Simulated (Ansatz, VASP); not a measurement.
Sn in VASP and in Ansatz

The input INCAR:

```
  ALGO = Fast
  EDIFF = 1E-6
  ENCUT = 520
  GGA = PS
  ISIF = 2
  ISMEAR = 0
  LASPH = True
  LCHARG = True
  LELF = True
  LREAL = False
  LVHAR = True
  LWAVE = False
  NBANDS = 13
  NELM = 100
  PREC = Accurate
  SIGMA = 0.15
```

KPOINTS

```
k-points
0
Gamma
  22 22 22
```

Contents of POSCAR:

```
Sn
1.0
   -1.8536710714      1.8911189718      1.8723950216
    1.8536710714     -1.8911189718      1.8723950216
    1.8536710714      1.8911189718     -1.8723950216
Sn
1
Direct
    0.0000000000      0.0000000000      0.0000000000
```

Input for Ansatz:

```yaml
crystal:
  lattice:
    - [-1.8536710714, 1.8911189718, 1.8723950216]
    - [1.8536710714, -1.8911189718, 1.8723950216]
    - [1.8536710714, 1.8911189718, -1.8723950216]
  atoms:
    - { symbol: Sn, position: [0.0, 0.0, 0.0] }
basis:
  ecutwfc: 420
kpoints:
  mp_grid: { grid: [22, 22, 22] }
hamiltonian:
  xc: pbesol
scf:
  occupations: { method: gaussian, width: 0.15 }
output:
  forces: true
  stress: true
  eigenvalues: true
```

Change from the starting cell: strain -0.0100 x Voigt [1, -1, 0, 0, 0, 0], atoms carried along.

Alike in both runs: task single point; functional PBEsol; k mesh 22 × 22 × 22; occupations gaussian, width 0.15 eV; no spin polarisation.

|  | VASP | Ansatz |
| --- | --- | --- |
| version | VASP 6.6.1 | Ansatz 0.2.0 |
| potentials or method | VASP PAW PBE potentials, release 64 (Sn_d), cutoff 520 eV | scalar-relativistic, plane waves, PAW |
| valence electrons in the cell | 14 | 14 |

```csv
,VASP,Ansatz,Ansatz less VASP
gap on the k mesh at the Fermi level (eV),none,none,-
pressure (GPa),-0.3,-0.3,+0.01
"traceless stress, the component that is largest in VASP (GPa)",-0.07,-0.07,0.000
```

VASP's potentials were made for PBE, not for PBEsol. A gap of «none» marks a metal or a gap that the smearing closes.
